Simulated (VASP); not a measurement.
# ZrN in VASP: single point with PBE

Aim: the single point of ZrN with PBE.

Program: VASP 6.6.1. These are calculated values, not measurements. Logs are shortened: lines on timing, memory, paths and dates and some standing lists are left out, and cuts for length are marked.

### 1 The cell of the first run

The cell holds a slab with vacuum, 40 atoms: a = 13.784 Å, b = 4.595 Å, c = 18.892 Å, α = 90.00°, β = 90.00°, γ = 90.00°.

### 2 Single point, PBE

The input, INCAR:

```
SYSTEM = ZrN
PREC     = Accurate       ! precision mode
ENCUT    = 520            ! plane-wave cutoff, eV
EDIFF    = 1E-7           ! SCF threshold, eV
ISMEAR   = 0              ! smearing method
SIGMA    = 0.1            ! smearing width, eV
LREAL    = Auto         
LASPH    = .True.         ! aspherical terms in the spheres
NELM     = 100            ! most SCF steps
ALGO     = Normal         ! electronic algorithm
ISIF     = 2              ! what is computed and relaxed
LWAVE    = .False.        ! write WAVECAR
LCHARG   = .False.        ! write CHGCAR
LDIPOL   = .True.       
IDIPOL   = 3            
DIPOL    = 0.5 0.5 0.222
GGA      = PE             ! functional
NBANDS   = 196            ! bands
LUSENCCL = .False.
```

The input, KPOINTS:

```
regular mesh
0
Gamma
  3 8 1
  0 0 0
```

The input, POSCAR:

```
ZrN
1.0
   13.7842415673      0.0000000000      0.0000000000
    0.0000000000      4.5947471891      0.0000000000
    0.0000000000      0.0000000000     18.8921207837
Zr N
20 20
Direct
    0.1666666667      0.0000000000      0.0793981797
    0.1665821421      0.5000000000      0.2028366466
    0.0000845246      0.0000000000      0.2028366466
    0.0000000000      0.5000000000      0.0793981797
    0.5000000000      0.0000000000      0.0793981797
    0.5000847208      0.5000000000      0.1972080584
    0.3337719035      0.0000000000      0.1976453124
    0.3333333333      0.5000000000      0.0793981797
    0.8333333333      0.0000000000      0.0793981797
    0.8328947632      0.5000000000      0.1976453124
    0.6665819459      0.0000000000      0.1972080584
    0.6666666667      0.5000000000      0.0793981797
    0.1775917022      0.0000000000      0.3207438662
   -0.0109250355      0.5000000000      0.3207438662
    0.5015119968      0.0000000000      0.3121066305
    0.3421843852      0.5000000000      0.3132976087
    0.8244822815      0.0000000000      0.3132976087
    0.6651546699      0.5000000000      0.3121066305
    0.1598336216      0.5000000000      0.4343030674
    0.0068330451      0.0000000000      0.4343030674
    0.0000000000      0.0000000000      0.0793981797
   -0.0000376364      0.5000000000      0.1938133761
    0.1667043030      0.0000000000      0.1938133761
    0.1666666667      0.5000000000      0.0793981797
    0.3333333333      0.0000000000      0.0793981797
    0.3332820118      0.5000000000      0.1950191512
    0.5005460367      0.0000000000      0.1951360788
    0.5000000000      0.5000000000      0.0793981797
    0.6666666667      0.0000000000      0.0793981797
    0.6661206300      0.5000000000      0.1951360788
    0.8333846549      0.0000000000      0.1950191512
    0.8333333333      0.5000000000      0.0793981797
   -0.0014151195      0.0000000000      0.3237261393
    0.1680817862      0.5000000000      0.3237261393
    0.3391913534      0.0000000000      0.3205125897
    0.5016832321      0.5000000000      0.3231499026
    0.6649834346      0.0000000000      0.3231499026
    0.8274753132      0.5000000000      0.3205125897
    0.0106977240      0.5000000000      0.4398272028
    0.1559689427      0.0000000000      0.4398272028
```

Potentials or basis: VASP PAW PBE potentials, release 64 (Zr_sv, N).

Run with:

```sh
> cat potpaw_PBE.64/Zr_sv/POTCAR potpaw_PBE.64/N/POTCAR > POTCAR
> mpirun -np 1 vasp_std > vasp.out
```

OUTCAR:

```text
SYSTEM = ZrN
   PREC = Accurate
   ENCUT = 520
   EDIFF = 1E-7
   ISMEAR = 0
   LREAL = Auto
   LASPH = .True.
   NELM = 100
   ISIF = 2
   GGA = PE

 ion  position               nearest neighbor table
   1  0.167  0.000  0.079-  23 2.16  25 2.30  24 2.30  24 2.30  21 2.30   7 3.21   8 3.25   8 3.25
                             4 3.25   4 3.25   3 3.27   2 3.27   2 3.27
   2  0.167  0.500  0.203-  34 2.28  26 2.30  22 2.30  23 2.30  23 2.30  24 2.33  16 3.20  13 3.20
                            13 3.20   3 3.25   3 3.25   7 3.26   7 3.26   4 3.27   1 3.27   1 3.27
   3  0.000  0.000  0.203-  33 2.28  31 2.30  23 2.30  22 2.30  22 2.30  21 2.33  17 3.20  14 3.20
                            14 3.20   2 3.25   2 3.25  10 3.26  10 3.26   1 3.27   4 3.27   4 3.27
   4  0.000  0.500  0.079-  22 2.16  21 2.30  21 2.30  32 2.30  24 2.30  10 3.21   1 3.25   1 3.25
                             9 3.25   9 3.25   2 3.27   3 3.27   3 3.27
   5  0.500  0.000  0.079-  27 2.19  28 2.30  28 2.30  29 2.30  25 2.30  11 3.20   6 3.20   6 3.20
                             7 3.20   8 3.25   8 3.25  12 3.25  12 3.25
   6  0.500  0.500  0.197-  28 2.23  30 2.29  27 2.30  27 2.30  26 2.30  36 2.38  16 3.09  18 3.14
                            15 3.16  15 3.16  12 3.20   5 3.20   5 3.20   8 3.20   7 3.25   7 3.25
   7  0.334  0.000  0.198-  25 2.23  26 2.30  26 2.30  27 2.30  23 2.30  35 2.32  15 3.17  13 3.17
                            16 3.17  16 3.17   5 3.20   8 3.20   8 3.20   1 3.21   6 3.25   6 3.25
   8  0.333  0.500  0.079-  26 2.18  24 2.30  25 2.30  25 2.30  28 2.30   6 3.20   7 3.20   7 3.20
                             1 3.25   1 3.25   5 3.25   5 3.25   2 3.27
   9  0.833  0.000  0.079-  31 2.18  29 2.30  32 2.30  32 2.30  21 2.30  11 3.20  10 3.20  10 3.20
                            12 3.25  12 3.25   4 3.25   4 3.25   3 3.27
  10  0.833  0.500  0.198-  32 2.23  31 2.30  31 2.30  30 2.30  22 2.30  38 2.32  18 3.17  14 3.17
                            17 3.17  17 3.17  12 3.20   9 3.20   9 3.20   4 3.21  11 3.25  11 3.25
  11  0.667  0.000  0.197-  29 2.23  27 2.29  30 2.30  30 2.30  31 2.30  37 2.38  17 3.09  15 3.14
                            18 3.16  18 3.16   5 3.20  12 3.20  12 3.20   9 3.20  10 3.25  10 3.25
  12  0.667  0.500  0.079-  30 2.19  32 2.30  29 2.30  29 2.30  28 2.30   6 3.20  11 3.20  11 3.20
                            10 3.20   9 3.25   9 3.25   5 3.25   5 3.25
  13  0.178  0.000  0.321-  35 2.23  40 2.27  34 2.30  34 2.30  23 2.40  33 2.47  19 3.15  19 3.15
                             7 3.17  20 3.18   2 3.20   2 3.20  16 3.23  16 3.23   3 3.31  14 3.47
  14  0.989  0.500  0.321-  38 2.23  39 2.27  33 2.30  33 2.30  22 2.40  34 2.47  20 3.15  20 3.15
                            10 3.17  19 3.18   3 3.20   3 3.20  17 3.23  17 3.23   2 3.31  13 3.47
  15  0.502  0.000  0.312-  27 2.21  35 2.24  37 2.26  36 2.31  36 2.31  11 3.14   6 3.16   6 3.16
                             7 3.17  16 3.18  16 3.18  18 3.22  18 3.22
  16  0.342  0.500  0.313-  36 2.21  26 2.24  35 2.30  35 2.30  34 2.41   6 3.09   7 3.17   7 3.17
                            15 3.18  15 3.18   2 3.20  13 3.23  13 3.23  19 3.40
  17  0.824  0.000  0.313-  37 2.21  31 2.24  38 2.30  38 2.30  33 2.41  11 3.09  10 3.17  10 3.17
                            18 3.18  18 3.18   3 3.20  14 3.23  14 3.23  20 3.40
  18  0.665  0.500  0.312-  30 2.21  38 2.24  36 2.26  37 2.31  37 2.31   6 3.14  11 3.16  11 3.16
                            10 3.17  17 3.18  17 3.18  15 3.22  15 3.22
  19  0.160  0.500  0.434-  39 2.06  34 2.09  40 2.30  40 2.30  20 3.12  20 3.12  13 3.15  13 3.15
                            14 3.18  16 3.40
  20  0.007  0.000  0.434-  40 2.06  33 2.09  39 2.30  39 2.30  19 3.12  19 3.12  14 3.15  14 3.15
                            13 3.18  17 3.40
  21  0.000  0.000  0.079-   4 2.30   4 2.30   9 2.30   1 2.30   3 2.33
  22  1.000  0.500  0.194-   4 2.16   2 2.30   3 2.30   3 2.30  10 2.30  14 2.40
  23  0.167  0.000  0.194-   1 2.16   3 2.30   2 2.30   2 2.30   7 2.30  13 2.40
  24  0.167  0.500  0.079-   8 2.30   1 2.30   1 2.30   4 2.30   2 2.33
  25  0.333  0.000  0.079-   7 2.23   1 2.30   8 2.30   8 2.30   5 2.30
  26  0.333  0.500  0.195-   8 2.18  16 2.24   7 2.30   7 2.30   6 2.30   2 2.30
  27  0.501  0.000  0.195-   5 2.19  15 2.21  11 2.29   6 2.30   6 2.30   7 2.30
  28  0.500  0.500  0.079-   6 2.23   5 2.30   5 2.30  12 2.30   8 2.30
  29  0.667  0.000  0.079-  11 2.23   9 2.30  12 2.30  12 2.30   5 2.30
  30  0.666  0.500  0.195-  12 2.19  18 2.21   6 2.29  11 2.30  11 2.30  10 2.30
  31  0.833  0.000  0.195-   9 2.18  17 2.24  10 2.30  10 2.30  11 2.30   3 2.30
  32  0.833  0.500  0.079-  10 2.23  12 2.30   9 2.30   9 2.30   4 2.30
  33  0.999  0.000  0.324-  20 2.09   3 2.28  14 2.30  14 2.30  17 2.41  13 2.47
  34  0.168  0.500  0.324-  19 2.09   2 2.28  13 2.30  13 2.30  16 2.41  14 2.47
  35  0.339  0.000  0.321-  13 2.23  15 2.24  16 2.30  16 2.30   7 2.32
  36  0.502  0.500  0.323-  16 2.21  18 2.26  15 2.31  15 2.31   6 2.38
  37  0.665  0.000  0.323-  17 2.21  15 2.26  18 2.31  18 2.31  11 2.38
  38  0.827  0.500  0.321-  14 2.23  18 2.24  17 2.30  17 2.30  10 2.32
  39  0.011  0.500  0.440-  19 2.06  14 2.27  20 2.30  20 2.30
  40  0.156  0.000  0.440-  20 2.06  13 2.27  19 2.30  19 2.30

  LATTYP: Found a simple orthorhombic cell.
 ALAT       =     4.5947471891
 B/A-ratio  =     3.0000000000
 C/A-ratio  =     4.1116779675

  Lattice vectors:

 A1 = (   0.0000000000,  -4.5947471891,   0.0000000000)
 A2 = (  13.7842415673,   0.0000000000,   0.0000000000)
[... 173 lines left out ...]
   k-points           NKPTS =     10   k-points in BZ     NKDIM =     10   number of bands    NBANDS=    196
   number of dos      NEDOS =    301   number of ions     NIONS =     40
   total plane-waves  NPLWV = 559872
   dimension x,y,z NGX =   108 NGY =   36 NGZ =  144
   dimension x,y,z NGXF=   216 NGYF=   72 NGZF=  288
   ions per type =              20  20
   NGX,Y,Z   is equivalent  to a cutoff of  13.03, 13.03, 12.67 a.u.
   NGXF,Y,Z  is equivalent  to a cutoff of  26.05, 26.05, 25.34 a.u.
 SYSTEM =  ZrN
   PREC   = accura    normal or accurate (medium, high low for compatibility)
   ISTART =      0    job   : 0-new  1-cont  2-samecut
   ICHARG =      2    charge: 1-file 2-atom 10-const
   ISPIN  =      1    spin polarized calculation?
   LNONCOLLINEAR =      F non collinear calculations
   LSORBIT =      F    spin-orbit coupling
   LASPH  =      T    aspherical Exc in radial PAW
   ENCUT  =  520.0 eV  38.22 Ry    6.18 a.u.  25.63  8.54 35.13*2*pi/ulx,y,z
   NELM   =    100;   NELMIN=  2; NELMDL= -5     # of ELM steps
   EDIFF  = 0.1E-06   stopping-criterion for ELM
   LREAL  =      T    real-space projection
   EDIFFG = 0.1E-05   stopping-criterion for IOM
   NSW    =      0    number of steps for IOM
   IBRION =     -1    ionic relax: 0-MD 1-quasi-New 2-CG
   NFREE  =      0    steps in history (QN), initial steepest desc. (CG)
   ISIF   =      2    stress and relaxation
   ISYM   =      2    0-nonsym 1-usesym 2-fastsym
   POTIM  = 0.5000    time-step for ionic-motion
   TEBEG  =    0.0;   TEEND  =   0.0 temperature during run
   PSTRESS=    0.0 pullay stress
   NELECT =     340.0000    total number of electrons
   NUPDOWN=      -1.0000    fix difference up-down
   EMIN   =  10.00;   EMAX   =-10.00  energy-range for DOS
   EFERMI =   0.00;   METHOD = LEGACY
   ISMEAR =     0;   SIGMA  =   0.10  broadening in eV -4-tet -1-fermi 0-gaus
   EFERMI_NEDOS =   21; number of points for ismear=-14 and -15
   IALGO  =     38    algorithm
   IMIX   =      4    mixing-type and parameters
     AMIX     =   0.40;   BMIX     =  1.00
     AMIX_MAG =   1.60;   BMIX_MAG =  1.00
  volume/ion in A,a.u.               =      29.91       201.87
  Fermi-wavevector in a.u.,A,eV,Ry     =   1.076282  2.033878 15.760756  1.158383
  Thomas-Fermi vector in A             =   2.212162
   LORBIT       =      0    0 simple, 1 ext, 2 COOP (PROOUT), +10 PAW based schemes
   GGA     = PE    functional components
   LHFCALC =     F    Hartree Fock is set to
   AEXX    =    0.0000 exact exchange contribution
   IVDW    =     0    specifies the selected vdW correction
   LEPSILON=     F    determine dielectric tensor
   LRPA    =     F    only Hartree local field effects (RPA)
 non-spin polarized calculation
 Gauss-broadening in eV      SIGMA  =   0.10
  energy-cutoff  :      520.00
  volume of cell :     1196.53
 maximum number of plane-waves:     32277
 NGX is ok and might be reduce to   108
   NGX = 51   NGY = 17   NGZ = 71

 dipolmoment           0.000000      0.000000     -0.000630 electrons x Angstroem

 number of electron     340.0000008 magnetization

 dipolmoment           0.000000      0.000000      0.014466 electrons x Angstroem

 Free energy of the ion-electron system (eV)
  ---------------------------------------------------
  ext. energy  EPLUGINS =         0.00000000
  ---------------------------------------------------
  free energy    TOTEN  =      -393.49476760 eV

  energy without entropy =     -393.39157520  energy(sigma->0) =     -393.44317140

 E-fermi :   3.3959     XC(G=0):  -6.1679

 val. band max:        3.3949089354   @ k =   0.3333   0.0000   0.0000
 cond. band min:       3.3984536148   @ k =   0.0000   0.2500   0.0000
 fundamental gap:      0.0035446793
 Fermi energy:         3.3959470443

 k-point     1 :       0.0000    0.0000    0.0000
  band No.  band energies     occupation
      1     -46.5479      2.00000
      2     -46.5082      2.00000
      3     -46.4964      2.00000
      4     -46.4636      2.00000
      5     -46.4410      2.00000
      6     -46.4219      2.00000
[... 1839 lines left out ...]
    181       4.8640      0.00000
    182       4.8640      0.00000
 [bands above 182 left out]

------------------------ aborting loop because EDIFF is reached ----------------------------------------

 vacuum level on the upper side and lower side of the slab       (xc-potential included)        -0.520        -0.643

  FORCE on cell =-STRESS in cart. coord.  units (eV):
  Direction    XX          YY          ZZ          XY          YZ          ZX
  --------------------------------------------------------------------------------------
  -------------------------------------------------------------------------------------
  Total      -17.0476351    -27.6104252      0.3082950      0.0000000      0.0000000      0.0000000
  in kB      -22.8270354    -36.9707676      0.4128115      0.0000000      0.0000000      0.0000000
  external PRESSURE =     -19.7949972 kB  Pullay stress =       0.0000000 kB

 VOLUME and BASIS-vectors are now :
 -----------------------------------------------------------------------------
  energy-cutoff  :      520.00
  volume of cell :     1196.53
      direct lattice vectors                 reciprocal lattice vectors
    13.784241567  0.000000000  0.000000000     0.072546610  0.000000000  0.000000000
     0.000000000  4.594747189  0.000000000     0.000000000  0.217639831  0.000000000
     0.000000000  0.000000000 18.892120784     0.000000000  0.000000000  0.052932120

 POSITION                                       TOTAL-FORCE (eV/Angst)
 -----------------------------------------------------------------------------------
      2.29737      0.00000      1.50000        -0.018559      0.000000      1.131629
      2.29621      2.29737      3.83201         0.005782      0.000000      0.004919
      0.00117      0.00000      3.83201        -0.005782      0.000000      0.004919
      0.00000      2.29737      1.50000         0.018559      0.000000      1.131629
      6.89212      0.00000      1.50000        -0.082307      0.000000      1.170756
      6.89329      2.29737      3.72568        -0.001142      0.000000      0.008227
[... 32 lines left out ...]
      0.14746      2.29737      8.30927        -0.011625      0.000000      0.012236
      2.14991      0.00000      8.30927         0.011625      0.000000      0.012236
 -----------------------------------------------------------------------------------
    total drift:                               -0.000011      0.000005     -0.003136

  FREE ENERGIE OF THE ION-ELECTRON SYSTEM (eV)
  ---------------------------------------------------
  free  energy   TOTEN  =      -393.4947676049 eV

  energy  without entropy=     -393.3915752022  energy(sigma->0) =     -393.44317140

 vacuum level on the upper side and lower side of the slab         5.348         5.215
```

It took 7 min on 1 × NVIDIA H100 80GB with 1 thread of AMD EPYC 7R13 (Zen 3), shared host; peak memory 2.6 GiB.

Results:

```
Free energy            : -393.4948 eV
Largest force          : 1.379 eV/Å
Band gap on the k mesh : zero (bands 170 and 171 overlap by 1.39 eV)
```

Forces in eV/Å, atoms in the order of the input:
```
Zr  -0.019  0.000  1.132
Zr   0.006  0.000  0.005
Zr  -0.006  0.000  0.005
Zr   0.019  0.000  1.132
Zr  -0.082  0.000  1.171
Zr  -0.001  0.000  0.008
Zr  -0.001  0.000  0.000
Zr  -0.132  0.000  1.113
Zr   0.132  0.000  1.113
Zr   0.001  0.000  0.000
Zr   0.001  0.000  0.008
Zr   0.082  0.000  1.171
Zr  -0.009  0.000 -0.010
Zr   0.009  0.000 -0.010
Zr  -0.002  0.000  0.009
Zr  -0.006  0.000  0.010
Zr   0.006  0.000  0.010
Zr   0.002  0.000  0.009
Zr   0.027  0.000  0.026
Zr  -0.027  0.000  0.026
N    0.061  0.000 -0.752
N   -0.001  0.000  0.003
N    0.001  0.000  0.003
N   -0.061  0.000 -0.752
N   -0.045  0.000 -1.378
N   -0.001  0.000 -0.001
N   -0.003  0.000 -0.004
N   -0.046  0.000 -1.366
N    0.046  0.000 -1.366
N    0.003  0.000 -0.004
N    0.001  0.000 -0.001
N    0.045  0.000 -1.378
N    0.000  0.000 -0.005
N    0.000  0.000 -0.005
N   -0.003  0.000  0.015
N    0.000  0.000  0.012
N    0.000  0.000  0.012
N    0.003  0.000  0.015
N   -0.012  0.000  0.012
N    0.012  0.000  0.012
```

Levels at points of the mesh, in eV from the Fermi level:
```csv
k point,band 168,band 169,band 170,band 171,band 172,band 173,band 174,band 175
"(0.00, 0.00, 0.00)",-0.90,-0.77,-0.41,-0.36,-0.36,-0.35,-0.24,-0.04
"(0.00, 0.50, 0.00)",0.54,0.74,0.74,0.93,0.93,1.08,1.08,1.14
```
